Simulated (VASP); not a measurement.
# Ti (Pm-3m) in VASP: notebook, part 2 of 2

VASP 6.6.1. The steps go on from the part before.

## Step 3: Relaxation of cell and atoms, LDA, target pressure 17 GPa, at which the enthalpy is minimised

Input file INCAR:

```
SYSTEM = Ti
ALGO = Normal
EDIFF = 1E-7
EDIFFG = -0.005
ENCUT = 600
IBRION = 2
ISIF = 3
ISMEAR = -1
LASPH = .TRUE.
LCHARG = .FALSE.
LREAL = .FALSE.
LWAVE = .FALSE.
NELM = 100
NSW = 32
PREC = Accurate
PSTRESS = 170.0
SIGMA = 0.05
```

Input file KPOINTS:

```
k-points
0
G
  15 15 15
  0 0 0
```

Input file POSCAR:

```
Ti
1.0
    2.4309387177      0.0000000000      0.0000000000
    0.0000000000      2.4309387177      0.0000000000
    0.0000000000      0.0000000000      2.4309387177
Ti
1
Direct
    0.0000000000      0.0000000000      0.0000000000
```

Potentials or basis: VASP PAW LDA potentials, release 64 (Ti_sv).

Command:

```
$ cat potpaw_LDA.64/Ti_sv/POTCAR > POTCAR
$ mpirun -np 1 vasp_std > vasp.out
```

OUTCAR:

```text
SYSTEM = Ti
   EDIFF = 1E-7
   EDIFFG = -0.005
   ENCUT = 600
   IBRION = 2
   ISIF = 3
   ISMEAR = -1
   LASPH = .TRUE.
   LREAL = .FALSE.
   NELM = 100
   NSW = 32
   PREC = Accurate
   PSTRESS = 170.0

 ion  position               nearest neighbor table
   1  0.000  0.000  0.000-

  LATTYP: Found a simple cubic cell.
 ALAT       =     2.4309387177

  Lattice vectors:

 A1 = (   2.4309387177,   0.0000000000,   0.0000000000)
 A2 = (   0.0000000000,   2.4309387177,   0.0000000000)
 A3 = (   0.0000000000,   0.0000000000,   2.4309387177)

Analysis of symmetry for initial positions (statically):
=====================================================================
 Subroutine PRICEL returns:
 Original cell was already a primitive cell.

 Routine SETGRP: Setting up the symmetry group for a
 simple cubic supercell.

 Subroutine GETGRP returns: Found 48 space group operations
 (whereof 48 operations were pure point group operations)
 out of a pool of 48 trial point group operations.

The static configuration has the point symmetry O_h .

Analysis of symmetry for dynamics (positions and initial velocities):
=====================================================================
 Subroutine PRICEL returns:
 Original cell was already a primitive cell.

 Routine SETGRP: Setting up the symmetry group for a
 simple cubic supercell.

 Subroutine GETGRP returns: Found 48 space group operations
 (whereof 48 operations were pure point group operations)
 out of a pool of 48 trial point group operations.

The dynamic configuration has the point symmetry O_h .

 Subroutine INISYM returns: Found 48 space group operations
 (whereof 48 operations are pure point group operations),
 and found     1 'primitive' translations

----------------------------------------------------------------------------------------

                                     Primitive cell

  volume of cell :      14.3655

  direct lattice vectors                    reciprocal lattice vectors
     2.430938718  0.000000000  0.000000000     0.411363722  0.000000000  0.000000000
     0.000000000  2.430938718  0.000000000     0.000000000  0.411363722  0.000000000
     0.000000000  0.000000000  2.430938718     0.000000000  0.000000000  0.411363722

  length of vectors
     2.430938718  2.430938718  2.430938718     0.411363722  0.411363722  0.411363722

  position of ions in fractional coordinates (direct lattice)
     0.000000000  0.000000000  0.000000000

  ion indices of the primitive-cell ions
   primitive index   ion index
                 1           1

----------------------------------------------------------------------------------------

 KPOINTS: k-points

Automatic generation of k-mesh.
 Grid dimensions read from file:
 generate k-points for:   15   15   15

 Generating k-lattice:

  Cartesian coordinates                     Fractional coordinates (reciprocal lattice)
     0.027424248  0.000000000  0.000000000     0.066666667  0.000000000  0.000000000
     0.000000000  0.027424248  0.000000000     0.000000000  0.066666667  0.000000000
     0.000000000  0.000000000  0.027424248     0.000000000  0.000000000  0.066666667

  Length of vectors
     0.027424248  0.027424248  0.027424248

  Shift w.r.t. Gamma in fractional coordinates (k-lattice)
[... 40 lines left out ...]
   NGX,Y,Z   is equivalent  to a cutoff of  13.68, 13.68, 13.68 a.u.
   NGXF,Y,Z  is equivalent  to a cutoff of  27.36, 27.36, 27.36 a.u.
 SYSTEM =  Ti
   PREC   = accura    normal or accurate (medium, high low for compatibility)
   ISTART =      0    job   : 0-new  1-cont  2-samecut
   ICHARG =      2    charge: 1-file 2-atom 10-const
   ISPIN  =      1    spin polarized calculation?
   LNONCOLLINEAR =      F non collinear calculations
   LSORBIT =      F    spin-orbit coupling
   LASPH  =      T    aspherical Exc in radial PAW
   ENCUT  =  600.0 eV  44.10 Ry    6.64 a.u.   4.86  4.86  4.86*2*pi/ulx,y,z
   NELM   =    100;   NELMIN=  2; NELMDL= -5     # of ELM steps
   EDIFF  = 0.1E-06   stopping-criterion for ELM
   LREAL  =      F    real-space projection
   EDIFFG = -.5E-02   stopping-criterion for IOM
   NSW    =     32    number of steps for IOM
   IBRION =      2    ionic relax: 0-MD 1-quasi-New 2-CG
   NFREE  =      1    steps in history (QN), initial steepest desc. (CG)
   ISIF   =      3    stress and relaxation
   ISYM   =      2    0-nonsym 1-usesym 2-fastsym
   POTIM  = 0.5000    time-step for ionic-motion
   TEBEG  =    0.0;   TEEND  =   0.0 temperature during run
   PSTRESS=  170.0 pullay stress
   NELECT =      12.0000    total number of electrons
   NUPDOWN=      -1.0000    fix difference up-down
   EMIN   =  10.00;   EMAX   =-10.00  energy-range for DOS
   EFERMI =   0.00;   METHOD = LEGACY
   ISMEAR =    -1;   SIGMA  =   0.05  broadening in eV -4-tet -1-fermi 0-gaus
   EFERMI_NEDOS =   21; number of points for ismear=-14 and -15
   IALGO  =     38    algorithm
   IMIX   =      4    mixing-type and parameters
     AMIX     =   0.40;   BMIX     =  1.00
     AMIX_MAG =   1.60;   BMIX_MAG =  1.00
  volume/ion in A,a.u.               =      14.37        96.94
  Fermi-wavevector in a.u.,A,eV,Ry     =   1.541800  2.913579 32.343031  2.377146
  Thomas-Fermi vector in A             =   2.647694
   LORBIT       =      0    0 simple, 1 ext, 2 COOP (PROOUT), +10 PAW based schemes
   GGA     = CA    functional components
   LHFCALC =     F    Hartree Fock is set to
   AEXX    =    0.0000 exact exchange contribution
   IVDW    =     0    specifies the selected vdW correction
   LEPSILON=     F    determine dielectric tensor
   LRPA    =     F    only Hartree local field effects (RPA)
 conjugate gradient relaxation of ions
 non-spin polarized calculation
  energy-cutoff  :      600.00
  volume of cell :       14.37
 maximum number of plane-waves:       493
 NGX is ok and might be reduce to    20
   NGX =  9   NGY =  9   NGZ =  9

--------------------------------------- Ionic step        1  -------------------------------------------

 number of electron      12.0000007 magnetization

 Free energy of the ion-electron system (eV)
  ---------------------------------------------------
  ext. energy  EPLUGINS =         0.00000000
  ---------------------------------------------------
  free energy    TOTEN  =        -7.66217829 eV

  energy without entropy =       -7.64842162  energy(sigma->0) =       -7.65529995

------------------------ aborting loop because EDIFF is reached ----------------------------------------

  FORCE on cell =-STRESS in cart. coord.  units (eV):
  Direction    XX          YY          ZZ          XY          YZ          ZX
  --------------------------------------------------------------------------------------
  -------------------------------------------------------------------------------------
  Total        1.5315932      1.5315932      1.5315932      0.0000000     -0.0000000      0.0000000
  in kB      170.8173496    170.8173496    170.8173496      0.0000000     -0.0000000      0.0000000
  external PRESSURE =       0.8173496 kB  Pullay stress =     170.0000000 kB
[... 61 lines left out ...]
--------------------------------------- Ionic step        3  -------------------------------------------

 number of electron      12.0000007 magnetization

 Free energy of the ion-electron system (eV)
  ---------------------------------------------------
  ext. energy  EPLUGINS =         0.00000000
  ---------------------------------------------------
  free energy    TOTEN  =        -7.66290576 eV

  energy without entropy =       -7.64913339  energy(sigma->0) =       -7.65601958

 E-fermi :  10.0320     XC(G=0): -12.6118

 val. band max:       10.0214122206   @ k =   0.3333   0.3333   0.2667
 cond. band min:      10.0336819476   @ k =   0.2667   0.1333   0.0000
 fundamental gap:      0.0122697271
 Fermi energy:        10.0320345005

 k-point     1 :       0.0000    0.0000    0.0000
  band No.  band energies     occupation
      1     -45.6980      2.00000
      2     -21.3322      2.00000
      3     -21.3322      2.00000
      4     -21.3322      2.00000
      5       3.9812      2.00000
      6       8.1348      2.00000
      7       8.1348      2.00000
      8      15.1103      0.00000
      9      15.1103      0.00000
     10      15.1103      0.00000
[... 287 lines left out ...]
 k-point    24 :       0.3333    0.2000    0.0000
  band No.  band energies     occupation
      1     -45.3657      2.00000
      2     -22.5945      2.00000
      3     -21.8123      2.00000
      4     -21.1550      2.00000
      5       7.3669      2.00000
      6       9.2588      2.00000
      7      10.7350      0.00000
      8      13.0942      0.00000
      9      13.2118      0.00000
     10      14.3907      0.00000

 [... further k-points ...]

------------------------ aborting loop because EDIFF is reached ----------------------------------------

  FORCE on cell =-STRESS in cart. coord.  units (eV):
  Direction    XX          YY          ZZ          XY          YZ          ZX
  --------------------------------------------------------------------------------------
  -------------------------------------------------------------------------------------
  Total        1.5247323      1.5247323      1.5247323     -0.0000000     -0.0000000     -0.0000000
  in kB      169.9712318    169.9712318    169.9712318     -0.0000000     -0.0000000     -0.0000000
  external PRESSURE =      -0.0287682 kB  Pullay stress =     170.0000000 kB
[... 20 lines left out ...]
  energy  without entropy=       -7.6491333884  energy(sigma->0) =       -7.65601958

  enthalpy is  TOTEN    =        -6.1379154333 eV   P V=        1.5249903288

 reached required accuracy - stopping structural energy minimisation
```

It took 14 s on 1 thread of Intel Xeon 6975P-C (Granite Rapids), shared host; peak memory 0.13 GiB.

Results:

```
Free energy                                            : -7.6629 eV
Relaxed volume                                         : 14.37 Å³/atom
Relaxed cell                                           : a = 2.431 Å, b = 2.431 Å, c = 2.431 Å, α = 90.00°, β = 90.00°, γ = 90.00°
Space group after relaxing (to 0.05 Å)                 : Pm-3m (No. 221)
Energy change on relaxing (the enthalpy is what falls) : -0.7 meV/atom
Ionic steps                                            : 3
Pressure after relaxing                                : 17.0 GPa
Band gap on the k mesh                                 : zero (band 6 reaches 10.83 eV, above the bottom of band 7 at 8.13 eV)
```

The path:
| step | energy change (eV) | largest force (eV/Å) | pressure (GPa) | volume (Å³) |
| --- | --- | --- | --- | --- |
| 1 | 0.0000 | 0.0000 | 17.08 | 14.37 |
| 2 | -0.0016 | 0.0000 | 16.93 | 14.38 |
| 3 | -0.0007 | 0.0000 | 17.00 | 14.37 |

Final structure:
```cif
data_structure
_symmetry_space_group_name_H-M 'P 1'
_symmetry_Int_Tables_number 1
_cell_length_a 2.4313
_cell_length_b 2.4313
_cell_length_c 2.4313
_cell_angle_alpha 90.000
_cell_angle_beta 90.000
_cell_angle_gamma 90.000
_cell_volume 14.37
loop_
_atom_site_label
_atom_site_type_symbol
_atom_site_fract_x
_atom_site_fract_y
_atom_site_fract_z
_atom_site_occupancy
Ti1 Ti 0.00000 0.00000 0.00000 1
```

Levels at points of the mesh, in eV from the Fermi level:
```csv
k point,band 4,band 5,band 6,band 7,band 8,band 9
"(0.00, 0.00, 0.00)",-31.36,-6.05,-1.90,-1.90,5.08,5.08
```

Caveat: the cell is relaxed towards a set pressure, so the enthalpy falls and the energy may rise.

## Step 4: Relaxation of cell and atoms, LDA, target pressure 17 GPa, at which the enthalpy is minimised

This run uses another cell than the first one, of 15.21 Å³/atom, 1.059 times its volume.

Input file INCAR:

```
PREC = Accurate
ENCUT = 600
EDIFF = 1E-6
ISMEAR = -1
SIGMA = 0.05
LREAL = F
LASPH = T
NELM = 100
ALGO = Normal
ISIF = 3
LWAVE = F
LCHARG = F
IBRION = 2
NSW = 60
EDIFFG = -0.005
PSTRESS = 170.0
```

Input file KPOINTS:

```
regular mesh
0
Gamma
  15 15 15
```

Input file POSCAR:

```
Ti
1.0
    2.4778332949      0.0000000000      0.0000000000
    0.0000000000      2.4778332949      0.0000000000
    0.0000000000      0.0000000000      2.4778332949
Ti
1
Direct
    0.0000000000      0.0000000000      0.0000000000
```

Command:

```
$ cat potpaw_LDA.64/Ti_sv/POTCAR > POTCAR
$ mpirun -np 1 vasp_std > vasp.out
```

Wall time 16 s (1 thread of Intel Xeon 6975P-C (Granite Rapids), shared host); peak memory 0.13 GiB.

It converged, with:

```yaml
Free_energy: -7.6640 eV
Relaxed_volume: 14.38 Å³/atom
Relaxed_cell: a = 2.432 Å, b = 2.432 Å, c = 2.432 Å, α = 90.00°, β = 90.00°, γ = 90.00°
Space_group_after_relaxing_to_0.05_Å: Pm-3m (No. 221)
Energy_change_on_relaxing_the_enthalpy_is_what_falls: +67.3 meV/atom
Ionic_steps: 3
Pressure_after_relaxing: 17.0 GPa
Band_gap_on_the_k_mesh: zero (band 6 reaches 10.82 eV, above the bottom of band 7 at 8.13 eV)
```

Step by step:
```tsv
step	energy change (eV)	largest force (eV/Å)	pressure (GPa)	volume (Å³)
1	0.0000	0.0000	9.26	15.21
2	0.1629	0.0000	25.53	13.65
3	0.0673	0.0000	16.96	14.38
```

Final structure:
```
Ti
1.0
     2.43164    0.00000    0.00000
     0.00000    2.43164    0.00000
     0.00000    0.00000    2.43164
Ti
1
Cartesian
  0.0000 0.0000 0.0000
```

Levels at points of the mesh, in eV from the Fermi level:
```csv
k point,band 3,band 4,band 5,band 6,band 7,band 8,band 9,band 10
"(0.00, 0.00, 0.00)",-31.37,-31.37,-6.05,-1.90,-1.90,5.08,5.08,5.08
```

Caveat: the cell is relaxed towards a set pressure, so the enthalpy falls and the energy may rise.

## Step 5: The runs side by side

| task | cell | cutoff (eV) | gap on the mesh (eV) | pressure (GPa) |
| --- | --- | --- | --- | --- |
| single point | a = 2.431 Å, 1 atom | 520 | none | 17.1 |
| relaxation of cell and atoms | relaxed to 17 GPa from a = 2.431 Å, 1 atom | 600 | none | 17.0 |
| relaxation of cell and atoms | relaxed to 17 GPa from a = 2.478 Å, 1 atom | 600 | none | 17.0 |

Alike in all rows: level LDA; potentials or basis VASP PAW LDA potentials, release 64 (Ti_sv); no spin polarisation; k mesh 15 × 15 × 15; smearing fermi-dirac 0.05 eV.

Caveats: the cell is relaxed towards a set pressure, so the enthalpy falls and the energy may rise (some runs).

Absolute energies hang on the potentials; compare differences alone.
